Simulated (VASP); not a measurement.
Set up this calculation in VASP 6.6.1, as the native input.

```yaml
Task: single point
Functional: PBE
Potentials_or_basis: VASP PAW PBE potentials, release 64 (Rh_pv)
Cutoff: 520 eV
k_mesh: 18 × 18 × 18
Occupations: gaussian, width 0.1 eV
Spin: no spin polarisation
Dipole_correction: no
Further_INCAR_settings: ALGO = Normal; EDIFF = 1e-06; NBANDS = 14
```

The structure of Rh lies in POSCAR:

```
Rh
1.0
    0.0000000000      1.9768050976      1.9768050976
    1.9768050976      0.0000000000      1.9768050976
    1.9768050976      1.9768050976      0.0000000000
Rh
1
Direct
    0.0000000000      0.0000000000      0.0000000000
```

This cell differs from its parent crystal: volume scaled by 1.10.

The input as run:

INCAR

```
SYSTEM = Rh
ALGO     = Normal         ! electronic algorithm
EDIFF    = 1E-6           ! SCF threshold, eV
ENCUT    = 520            ! plane-wave cutoff, eV
GGA      = PE             ! functional
ISIF     = 2              ! what is computed and relaxed
ISMEAR   = 0              ! smearing method
LASPH    = .True.         ! aspherical terms in the spheres
LCHARG   = .False.        ! write CHGCAR
LREAL    = .False.        ! projectors in reciprocal space
LWAVE    = .False.        ! write WAVECAR
NBANDS   = 14             ! bands
NELM     = 100            ! most SCF steps
PREC     = Accurate       ! precision mode
SIGMA    = 0.1            ! smearing width, eV
```

KPOINTS

```
k-points
0
Gamma
  18 18 18
  0 0 0
```

Potentials or basis: VASP PAW PBE potentials, release 64 (Rh_pv).

Run with:

```console
$ cat potpaw_PBE.64/Rh_pv/POTCAR > POTCAR
$ mpirun -np 1 vasp_std > vasp.out
```

Results of the run:

The pressure is -19.1 GPa.

Run time: 23 s on 1 thread of Intel(R) Xeon(R) Platinum 8488C (Sapphire Rapids), on a shared host, peak memory 0.17 GiB.
